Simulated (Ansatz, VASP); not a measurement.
# Two plane-wave programs on SiSbTe2

```xyz
4
Lattice="3.9042 0.0000 0.0000 0.0000 3.9042 0.0000 0.0000 0.0000 8.5576" Properties=species:S:1:pos:R:3 pbc="T T T"
Si    0.0000    0.0000    0.0000
Sb    1.9521    1.9521    4.2788
Te    1.9521    0.0000    6.7073
Te    0.0000    1.9521    1.8504
```

Change from the starting cell: species swapped into the AlGaN2 type (P-4m2, No. 115).

Alike in both runs: functional PBE; k mesh 12 × 12 × 6; occupations gaussian, width 0.1 eV; no spin polarisation.

Ansatz relaxed the structure, and its values are those at the end. VASP's run is a single point on that final structure, the one shown.

|  | VASP | Ansatz |
| --- | --- | --- |
| version | VASP 6.6.1 | Ansatz 0.2.0 |
| potentials or method | VASP PAW PBE potentials, release 64 (Si, Sb, Te), cutoff 520 eV | scalar-relativistic, plane waves, PAW |
| valence electrons in the cell | 21 | 51 |

|  | VASP | Ansatz | Ansatz less VASP |
| --- | --- | --- | --- |
| gap on the k mesh at the Fermi level (eV) | none | none | - |
| pressure (GPa) | 0.0 | 0.0 | 0.00 |
| rms of the force components (eV/Å) | 0.007 | 0.000 | -0.0072 |

A gap of «none» marks a metal or a gap that the smearing closes. VASP's potentials hold 21 valence electrons a cell and Ansatz's 51, so a difference there can come from the potentials and not from the codes.

Neither program's run includes spin-orbit coupling.
